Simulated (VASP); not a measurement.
# ZnCd2Se2S (P-3m1) in VASP: further runs

ZnCd2Se2S is run at these levels: PBE; tasks: relaxation of cell and atoms, single point.

Everything below comes from runs of VASP 6.6.1. Logs are shortened: lines on timing, memory, paths and dates and some standing lists are left out, and cuts for length are marked.

**1. The cell of the first run**

The structure is trigonal, space group P-3m1 (No. 164). The conventional cell has a = 4.453 Å, b = 4.453 Å, c = 7.398 Å, α = 90.00°, β = 90.00°, γ = 120.00°. Within 3.7 Å of Zn (site symmetry -3m) lie 6 Cd at 2.83 Å and 6 Se at 3.09 Å and 2 S at 3.70 Å. Cd (site symmetry 3m) has 4 Se at 2.63 to 2.90 Å and 3 Zn at 2.83 Å and 3 Cd at 3.49 Å and 3 S at 3.60 Å within 3.7 Å. Se (site symmetry 3m) has 4 Cd at 2.63 to 2.90 Å and 3 Zn at 3.09 Å and 3 S at 3.24 Å within 3.5 Å. S (site symmetry -3m) has 6 Se at 3.24 Å and 6 Cd at 3.60 Å and 2 Zn at 3.70 Å and 6 S at 4.45 Å within 4.5 Å.

The cell was built from a structure type or drawn by symmetry, and may not be a known phase.

**2. Relaxation of cell and atoms, PBE**

Contents of INCAR:

```
SYSTEM = ZnCd2Se2S
  PREC = Accurate
  ENCUT = 600
  EDIFF = 1E-7
  ISMEAR = 0
  SIGMA = 0.1
  LREAL = .FALSE.
  LASPH = .TRUE.
  NELM = 60
  ALGO = Normal
  ISIF = 3
  LWAVE = .FALSE.
  LCHARG = .FALSE.
  GGA = PE
  IBRION = 2
  NSW = 90
  EDIFFG = -0.04
```

Contents of KPOINTS:

```
regular mesh
0
G
  6 6 4
  0 0 0
```

Contents of POSCAR:

```
ZnCd2Se2S
1.0
    4.4527685500      0.0000000000      0.0000000000
   -2.2263842700      3.8562106800      0.0000000000
    0.0000000000      0.0000000000      7.3977047500
Zn Cd Se S
1 2 2 1
Direct
    0.0000000000      0.0000000000      0.5000000000
    0.6666666700      0.3333333300      0.6592910300
    0.3333333300      0.6666666700      0.3407089700
    0.6666666700      0.3333333300      0.2673510000
    0.3333333300      0.6666666700      0.7326490000
    0.0000000000      0.0000000000      0.0000000000
```

Potentials or basis: VASP PAW PBE potentials, release 64 (Zn, Cd, Se, S).

Run with:

```
> cat potpaw_PBE.64/Zn/POTCAR potpaw_PBE.64/Cd/POTCAR potpaw_PBE.64/Se/POTCAR potpaw_PBE.64/S/POTCAR > POTCAR
> mpirun -np 1 vasp_std > vasp.out
```

OUTCAR:

```text
SYSTEM = ZnCd2Se2S
   PREC = Accurate
   ENCUT = 600
   EDIFF = 1E-7
   ISMEAR = 0
   LREAL = .FALSE.
   LASPH = .TRUE.
   NELM = 60
   ISIF = 3
   GGA = PE
   IBRION = 2
   NSW = 90
   EDIFFG = -0.04

 ion  position               nearest neighbor table
   1  0.000  0.000  0.500-   2 2.83   3 2.83   3 2.83   2 2.83   2 2.83   3 2.83
   2  0.667  0.333  0.659-   5 2.63   5 2.63   5 2.63   1 2.83   1 2.83   1 2.83   4 2.90   3 3.49
                             3 3.49   3 3.49
   3  0.333  0.667  0.341-   4 2.63   4 2.63   4 2.63   1 2.83   1 2.83   1 2.83   5 2.90   2 3.49
                             2 3.49   2 3.49
   4  0.667  0.333  0.267-   3 2.63   3 2.63   3 2.63   2 2.90
   5  0.333  0.667  0.733-   2 2.63   2 2.63   2 2.63   3 2.90
   6  0.000  0.000  0.000-

  LATTYP: Found a hexagonal cell.
 ALAT       =     4.4527685500
 C/A-ratio  =     1.6613719458

  Lattice vectors:

 A1 = (   4.4527685500,   0.0000000000,   0.0000000000)
 A2 = (  -2.2263842700,   3.8562106800,   0.0000000000)
 A3 = (   0.0000000000,   0.0000000000,   7.3977047500)

Analysis of symmetry for initial positions (statically):
=====================================================================
 Subroutine PRICEL returns:
 Original cell was already a primitive cell.

 Routine SETGRP: Setting up the symmetry group for a
 hexagonal supercell.

 Subroutine GETGRP returns: Found 12 space group operations
 (whereof 12 operations were pure point group operations)
 out of a pool of 24 trial point group operations.

The static configuration has the point symmetry D_3d.

Analysis of symmetry for dynamics (positions and initial velocities):
=====================================================================
 Subroutine PRICEL returns:
 Original cell was already a primitive cell.

 Routine SETGRP: Setting up the symmetry group for a
 hexagonal supercell.

 Subroutine GETGRP returns: Found 12 space group operations
 (whereof 12 operations were pure point group operations)
 out of a pool of 24 trial point group operations.

The dynamic configuration has the point symmetry D_3d.

 Subroutine INISYM returns: Found 12 space group operations
 (whereof 12 operations are pure point group operations),
 and found     1 'primitive' translations

----------------------------------------------------------------------------------------

                                     Primitive cell

  volume of cell :     127.0246

  direct lattice vectors                    reciprocal lattice vectors
     4.452768550  0.000000000  0.000000000     0.224579380  0.129660965  0.000000000
    -2.226384270  3.856210680  0.000000000     0.000000000  0.259321931  0.000000000
     0.000000000  0.000000000  7.397704750     0.000000000  0.000000000  0.135177063

  length of vectors
     4.452768550  4.452768546  7.397704750     0.259321931  0.259321931  0.135177063

  position of ions in fractional coordinates (direct lattice)
     0.000000000  0.000000000  0.500000000
     0.666666670  0.333333330  0.659291030
     0.333333330  0.666666670  0.340708970
     0.666666670  0.333333330  0.267351000
     0.333333330  0.666666670  0.732649000
     0.000000000  0.000000000  0.000000000

  ion indices of the primitive-cell ions
   primitive index   ion index
                 1           1
                 2           2
                 3           3
                 4           4
                 5           5
                 6           6

----------------------------------------------------------------------------------------

 KPOINTS: regular mesh

Automatic generation of k-mesh.
 Grid dimensions read from file:
 generate k-points for:    6    6    4

 Generating k-lattice:

  Cartesian coordinates                     Fractional coordinates (reciprocal lattice)
     0.037429897  0.021610161  0.000000000     0.166666667 -0.000000000  0.000000000
     0.000000000  0.043220322  0.000000000     0.000000000  0.166666667  0.000000000
     0.000000000  0.000000000  0.033794266     0.000000000  0.000000000  0.250000000

  Length of vectors
     0.043220322  0.043220322  0.033794266

  Shift w.r.t. Gamma in fractional coordinates (k-lattice)
     0.000000000  0.000000000  0.000000000

 Subroutine IBZKPT returns following result:
 ===========================================

 Found     24 irreducible k-points:

 Following reciprocal coordinates:
            Coordinates               Weight
  0.000000  0.000000  0.000000      1.000000
  0.166667  0.000000  0.000000      6.000000
  0.333333  0.000000  0.000000      6.000000
  0.500000  0.000000  0.000000      3.000000
  0.166667  0.166667  0.000000      6.000000
  0.333333  0.166667  0.000000     12.000000
[... 16 lines left out ...]
  0.333333  0.166667  0.500000     12.000000
  0.333333  0.333333  0.500000      2.000000
   k-points           NKPTS =     24   k-points in BZ     NKDIM =     24   number of bands    NBANDS=     32
   number of dos      NEDOS =    301   number of ions     NIONS =      6
   total plane-waves  NPLWV =  77760
   dimension x,y,z NGX =    36 NGY =   36 NGZ =   60
   dimension x,y,z NGXF=    72 NGYF=   72 NGZF=  120
   ions per type =               1   2   2   1
   NGX,Y,Z   is equivalent  to a cutoff of  13.44, 13.44, 13.48 a.u.
   NGXF,Y,Z  is equivalent  to a cutoff of  26.88, 26.88, 26.97 a.u.
 SYSTEM =  ZnCd2Se2S
   PREC   = accura    normal or accurate (medium, high low for compatibility)
   ISTART =      0    job   : 0-new  1-cont  2-samecut
   ICHARG =      2    charge: 1-file 2-atom 10-const
   ISPIN  =      1    spin polarized calculation?
   LNONCOLLINEAR =      F non collinear calculations
   LSORBIT =      F    spin-orbit coupling
   LASPH  =      T    aspherical Exc in radial PAW
   ENCUT  =  600.0 eV  44.10 Ry    6.64 a.u.   8.89  8.89 14.78*2*pi/ulx,y,z
   NELM   =     60;   NELMIN=  2; NELMDL= -5     # of ELM steps
   EDIFF  = 0.1E-06   stopping-criterion for ELM
   LREAL  =      F    real-space projection
   EDIFFG = -.4E-01   stopping-criterion for IOM
   NSW    =     90    number of steps for IOM
   IBRION =      2    ionic relax: 0-MD 1-quasi-New 2-CG
   NFREE  =      1    steps in history (QN), initial steepest desc. (CG)
   ISIF   =      3    stress and relaxation
   ISYM   =      2    0-nonsym 1-usesym 2-fastsym
   POTIM  = 0.5000    time-step for ionic-motion
   TEBEG  =    0.0;   TEEND  =   0.0 temperature during run
   PSTRESS=    0.0 pullay stress
   NELECT =      54.0000    total number of electrons
   NUPDOWN=      -1.0000    fix difference up-down
   EMIN   =  10.00;   EMAX   =-10.00  energy-range for DOS
   EFERMI =   0.00;   METHOD = LEGACY
   ISMEAR =     0;   SIGMA  =   0.10  broadening in eV -4-tet -1-fermi 0-gaus
   EFERMI_NEDOS =   21; number of points for ismear=-14 and -15
   IALGO  =     38    algorithm
   IMIX   =      4    mixing-type and parameters
     AMIX     =   0.40;   BMIX     =  1.00
     AMIX_MAG =   1.60;   BMIX_MAG =  1.00
  volume/ion in A,a.u.               =      21.17       142.87
  Fermi-wavevector in a.u.,A,eV,Ry     =   1.230959  2.326175 20.616353  1.515259
  Thomas-Fermi vector in A             =   2.365787
   LORBIT       =      0    0 simple, 1 ext, 2 COOP (PROOUT), +10 PAW based schemes
   GGA     = PE    functional components
   LHFCALC =     F    Hartree Fock is set to
   AEXX    =    0.0000 exact exchange contribution
   IVDW    =     0    specifies the selected vdW correction
   LEPSILON=     F    determine dielectric tensor
   LRPA    =     F    only Hartree local field effects (RPA)
 conjugate gradient relaxation of ions
 non-spin polarized calculation
 Gauss-broadening in eV      SIGMA  =   0.10
  energy-cutoff  :      600.00
  volume of cell :      127.02
 maximum number of plane-waves:      4268
   NGX = 17   NGY = 17   NGZ = 29

--------------------------------------- Ionic step        1  -------------------------------------------

 number of electron      53.9999991 magnetization

 Free energy of the ion-electron system (eV)
  ---------------------------------------------------
  ext. energy  EPLUGINS =         0.00000000
  ---------------------------------------------------
  free energy    TOTEN  =       -11.89356962 eV

  energy without entropy =      -11.86856857  energy(sigma->0) =      -11.88106909

------------------------ aborting loop because EDIFF is reached ----------------------------------------

  FORCE on cell =-STRESS in cart. coord.  units (eV):
  Direction    XX          YY          ZZ          XY          YZ          ZX
  --------------------------------------------------------------------------------------
  -------------------------------------------------------------------------------------
  Total        7.3395286      7.3395286      3.3296866      0.0000000     -0.0000000      0.0000000
  in kB       92.5743949     92.5743948     41.9977544      0.0000001     -0.0000000      0.0000000
  external PRESSURE =      75.7155147 kB  Pullay stress =       0.0000000 kB
[... 101 lines left out ...]
  FREE ENERGIE OF THE ION-ELECTRON SYSTEM (eV)
  ---------------------------------------------------
  free  energy   TOTEN  =       -12.3429801946 eV

  energy  without entropy=      -12.3172220614  energy(sigma->0) =      -12.33010113

 E-fermi :   2.3235     XC(G=0):  -9.7985

 val. band max:        2.3172839498   @ k =   0.3333   0.0000   0.0000
 cond. band min:       2.3576727616   @ k =   0.5000   0.0000   0.5000
 fundamental gap:      0.0403888118
 Fermi energy:         2.3235381287

 k-point     1 :       0.0000    0.0000    0.0000
  band No.  band energies     occupation
      1     -11.1120      2.00000
      2     -10.6625      2.00000
      3      -8.3801      2.00000
      4      -6.5414      2.00000
      5      -6.5414      2.00000
      6      -6.4770      2.00000
[... 829 lines left out ...]
     31       5.9428      0.00000
     32       5.9428      0.00000

[... ionic steps 4 to 40 ...]

--------------------------------------- Ionic step       41  -------------------------------------------

 number of electron      53.9999961 magnetization

------------------------ aborting loop because EDIFF is reached ----------------------------------------

  FORCE on cell =-STRESS in cart. coord.  units (eV):
  Direction    XX          YY          ZZ          XY          YZ          ZX
  --------------------------------------------------------------------------------------
  -------------------------------------------------------------------------------------
  Total        0.3262938      0.3262938      0.6321633      0.0000000     -0.0000000      0.0000000
  in kB        4.0064956      4.0064956      7.7622046      0.0000000     -0.0000000      0.0000000
  external PRESSURE =       5.2583986 kB  Pullay stress =       0.0000000 kB
[... 65 lines left out ...]
  energy  without entropy=      -13.3758666550  energy(sigma->0) =      -13.39128275

--------------------------------------- Ionic step       43  -------------------------------------------

 number of electron      53.9999979 magnetization

 Free energy of the ion-electron system (eV)
  ---------------------------------------------------
  ext. energy  EPLUGINS =         0.00000000
  ---------------------------------------------------
  free energy    TOTEN  =       -13.40994727 eV

  energy without entropy =      -13.37854019  energy(sigma->0) =      -13.39424373

 E-fermi :   2.8218     XC(G=0): -10.1604

 val. band max:        2.8065104538   @ k =   0.1667   0.1667   0.5000
 cond. band min:       2.8326097819   @ k =   0.3333   0.1667   0.2500
 fundamental gap:      0.0260993282
 Fermi energy:         2.8218338847

 k-point     1 :       0.0000    0.0000    0.0000
  band No.  band energies     occupation
      1     -10.5337      2.00000
      2      -9.5625      2.00000
      3      -8.6547      2.00000
      4      -5.6876      2.00000
      5      -5.6876      2.00000
      6      -5.6439      2.00000
[... 862 lines left out ...]
  FREE ENERGIE OF THE ION-ELECTRON SYSTEM (eV)
  ---------------------------------------------------
  free  energy   TOTEN  =       -13.4099472719 eV

  energy  without entropy=      -13.3785401900  energy(sigma->0) =      -13.39424373

 reached required accuracy - stopping structural energy minimisation
```

Run time: 37 min. Hardware: 1 thread of Intel Xeon 6975P-C (Granite Rapids), shared host; peak memory 0.36 GiB.

What came out:

```yaml
Free_energy: -13.4099 eV
Relaxed_volume: 22.02 Å³/atom
Relaxed_cell: a = 5.385 Å, b = 5.385 Å, c = 5.260 Å, α = 90.00°, β = 90.00°, γ = 120.00°
Space_group_after_relaxing_to_0.1_Å: P-3m1 (No. 164)
Energy_gained_by_relaxing: 252.7 meV/atom
Ionic_steps: 43
Pressure_after_relaxing: -0.1 GPa
Largest_force_after_relaxing: 0.025 eV/Å
Band_gap_on_the_k_mesh: zero (bands 27 and 28 overlap by 0.64 eV)
```

Forces in eV/Å, atoms in the order of the input:
```
Zn   0.000  0.000  0.000
Cd   0.000  0.000 -0.025
Cd   0.000  0.000  0.025
Se   0.000  0.000  0.008
Se   0.000  0.000 -0.008
S    0.000  0.000  0.000
```

Step by step:
| step | energy change (eV) | largest force (eV/Å) | pressure (GPa) | volume (Å³) |
| --- | --- | --- | --- | --- |
| 1 | 0.0000 | 1.3777 | 7.57 | 127.02 |
| 3 | -0.4494 | 0.5203 | -0.94 | 142.35 |
| 5 | -0.6651 | 0.4045 | -0.22 | 135.66 |
| 7 | -0.7617 | 0.2467 | 1.50 | 128.21 |
| 9 | -0.7925 | 0.2178 | -0.43 | 131.68 |
| 11 | -0.8781 | 0.3386 | -0.20 | 130.24 |
| 13 | -0.2978 | 3.5050 | 8.50 | 122.17 |
| 15 | -1.0567 | 1.1275 | 2.30 | 124.94 |
| 17 | -1.0741 | 0.8553 | 1.40 | 125.80 |
| 19 | -1.1064 | 0.9645 | 1.29 | 126.35 |
| 21 | -1.1157 | 1.0669 | 1.30 | 126.73 |
| 23 | -1.2053 | 0.8254 | -0.28 | 129.29 |
| 25 | -1.3194 | 0.4253 | -1.86 | 131.42 |
| 27 | -1.2583 | 0.4979 | 6.60 | 115.95 |
| 29 | -1.4573 | 0.1427 | 1.57 | 122.62 |
| 31 | -1.4751 | 0.1231 | 0.96 | 123.94 |
| 33 | -1.4853 | 0.0664 | -0.25 | 126.51 |
| 35 | -1.4955 | 0.1190 | 0.08 | 126.76 |
| 37 | -1.5001 | 0.1780 | 0.16 | 127.32 |
| 39 | -1.5083 | 0.1242 | 0.80 | 131.42 |
| 41 | -1.5121 | 0.1510 | 0.53 | 130.48 |
| 43 | -1.5164 | 0.0252 | -0.08 | 132.10 |

Final structure:
```
Zn Cd Se S
1.0
     5.38536    0.00000    0.00000
    -2.69268    4.66386    0.00000
     0.00000    0.00000    5.25967
Zn Cd Se S
1 2 2 1
Direct
  0.00000 0.00000 0.50000
  0.66667 0.33333 0.80935
  0.33333 0.66667 0.19065
  0.66667 0.33333 0.30669
  0.33333 0.66667 0.69331
  0.00000 0.00000 0.00000
```

Levels at points of the mesh, in eV from the Fermi level:
```
           k point  band 23  band 24  band 25  band 26  band 27  band 28  band 29  band 30  band 31  band 32
(0.00, 0.00, 0.00)    -2.53    -2.53    -2.06    -1.21    -0.34    -0.34     0.40     0.67     3.71     3.71
(0.50, 0.00, 0.00)    -2.64    -2.46    -1.11    -0.90    -0.49    -0.02     1.39     1.86     4.84     4.97
(0.00, 0.00, 0.50)    -2.14    -1.64    -1.64    -1.48    -1.48     1.39     1.39     2.63     3.36     3.93
(0.50, 0.00, 0.50)    -2.74    -0.64    -0.56    -0.22     0.24     2.42     2.72     3.80     4.52     4.80
```

Caveat: semilocal functionals underestimate gaps, so a narrow gap can read as zero; a cell axis changed by over 15 % at a fixed basis, so the end point is rough.

**3. Single point, PBE**

This run uses another cell than the first one, of the same volume but with other edges.

Contents of INCAR:

```
PREC = Accurate
ENCUT = 520
EDIFF = 1E-6
ISMEAR = 0
SIGMA = 0.1
LREAL = False
LASPH = True
NELM = 60
ALGO = Normal
ISIF = 2
LWAVE = False
LCHARG = True
GGA = PE
LELF = True
LVHAR = True
NBANDS = 36
```

Contents of KPOINTS:

```
regular mesh
0
Gamma
  12 12 4
```

Contents of POSCAR:

```
ZnCd2Se2S
1.0
    3.9030051424      0.0000000000      0.0000000000
   -1.9515025712      3.3801016044      0.0000000000
    0.0000000000      0.0000000000      9.6412669520
Zn Cd Se S
1 2 2 1
Direct
    0.0000000000      0.0000000000      0.5000000000
    0.6666666667      0.3333333333      0.8360336153
    0.3333333333      0.6666666667      0.1639663847
    0.6666666667      0.3333333333      0.3454219061
    0.3333333333      0.6666666667      0.6545780939
    0.0000000000      0.0000000000      0.0000000000
```

Potentials or basis: VASP PAW PBE potentials, release 64 (Zn, Cd, Se, S).

Run with:

```
> cat potpaw_PBE.64/Zn/POTCAR potpaw_PBE.64/Cd/POTCAR potpaw_PBE.64/Se/POTCAR potpaw_PBE.64/S/POTCAR > POTCAR
> mpirun -np 1 vasp_std > vasp.out
```

Wall time 2.8 min (1 thread of Intel Xeon 6975P-C (Granite Rapids), shared host); peak memory 0.46 GiB.

It converged, with:

```yaml
Free_energy: -16.4417 eV
Pressure: 0.3 GPa
Largest_force: 0.019 eV/Å
Band_gap_on_the_k_mesh: zero (bands 27 and 28 overlap by 0.49 eV)
```

Forces in eV/Å, atoms in the order of the input:
```
Zn   0.000  0.000  0.000
Cd   0.000  0.000  0.001
Cd   0.000  0.000 -0.001
Se   0.000  0.000  0.019
Se   0.000  0.000 -0.019
S    0.000  0.000  0.000
```

Levels at points of the mesh, in eV from the Fermi level:
```tsv
k point	band 25	band 26	band 27	band 28	band 29	band 30
(0.00, 0.00, 0.00)	-0.24	-0.16	-0.16	0.39	3.10	3.44
(0.50, 0.00, 0.00)	-1.26	-1.09	-0.56	-0.49	2.96	3.12
(0.00, 0.00, 0.50)	-0.32	-0.08	-0.08	2.12	2.27	3.27
(0.50, 0.00, 0.50)	-1.81	-0.16	-0.11	0.79	1.10	3.12
```

Caveat: semilocal functionals underestimate gaps, so a narrow gap can read as zero.
